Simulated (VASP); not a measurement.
Set up this calculation in VASP 6.6.1, as the native input.

| Item | Value |
| --- | --- |
| Task | relaxation of the atoms |
| Functional | r2SCAN |
| Potentials or basis | VASP PAW PBE potentials, release 64 (C, H) |
| Cutoff | 520 eV |
| k mesh | 8 × 8 × 1 |
| Occupations | gaussian, width 0.01 eV |
| Spin | no spin polarisation |
| Dipole correction | no |
| Further INCAR settings | ALGO = Normal; EDIFF = 1e-06; IBRION = 2; EDIFFG = -0.005; NSW = 100 |

The system is HC4, a slab with vacuum.

```
CELL_PARAMETERS angstrom
2.52225 0.00000 0.00000
1.26113 2.18433 0.00000
0.00000 0.00000 19.91508
ATOMIC_POSITIONS crystal
C 0.00000 0.00000 0.33196
C 0.33333 0.33333 0.35781
C 0.33333 0.33333 0.43537
C 0.66667 0.66667 0.46122
C 0.66667 0.66667 0.53878
C 0.00000 0.00000 0.56463
C 0.00000 0.00000 0.64219
C 0.33333 0.33333 0.66804
H 0.33333 0.33333 0.72383
H 0.00000 0.00000 0.27617
```

These files were run (other wordings do the same):

POSCAR

```
HC4
1.0
    2.5222500000      0.0000000000      0.0000000000
    1.2611250000      2.1843320000      0.0000000000
    0.0000000000      0.0000000000     19.9150770000
C H
8 2
Direct
    0.0000000000      0.0000000000      0.3319600000
    0.3333330000      0.3333330000      0.3578120000
    0.3333330000      0.3333330000      0.4353690000
    0.6666670000      0.6666670000      0.4612210000
    0.6666670000      0.6666670000      0.5387790000
    0.0000000000      0.0000000000      0.5646310000
    0.0000000000      0.0000000000      0.6421880000
    0.3333330000      0.3333330000      0.6680400000
    0.3333330000      0.3333330000      0.7238270000
    0.0000000000      0.0000000000      0.2761730000
```

INCAR.step1

```
SYSTEM = HC4
ALGO = Normal
EDIFF = 1E-4
ENCUT = 520
GGA = PE
ISMEAR = 0
LASPH = .True.
LCHARG = .False.
LREAL = .False.
LWAVE = .True.
NELM = 80
PREC = Accurate
SIGMA = 0.01
```

INCAR.step2

```
SYSTEM = HC4
ALGO = Normal
EDIFF = 1E-6
EDIFFG = -0.005
ENCUT = 520
IBRION = 2
ISIF = 2
ISMEAR = 0
ISTART = 1
LASPH = .True.
LCHARG = .False.
LMIXTAU = .True.
LREAL = .False.
LWAVE = .False.
METAGGA = R2SCAN
NELM = 80
NSW = 100
PREC = Accurate
SIGMA = 0.01
```

KPOINTS

```
k-points
0
Gamma
  8 8 1
  0 0 0
```

Potentials or basis: VASP PAW PBE potentials, release 64 (C, H).

Run with:

```console
$ cat potpaw_PBE.64/C/POTCAR potpaw_PBE.64/H/POTCAR > POTCAR
$ cp INCAR.step1 INCAR
$ mpirun -np 1 vasp_std > vasp.out
$ cp INCAR.step2 INCAR
$ mpirun -np 1 vasp_std > vasp.out
```

Results of the run:

```
Energy gained by relaxing : 2.9 meV/atom
Ionic steps               : 13
Band gap on the k mesh    : 3.30 eV, direct
```

It took 18 min on 1 thread of Intel Xeon 6975P-C (shared host), peak memory 0.26 GiB.
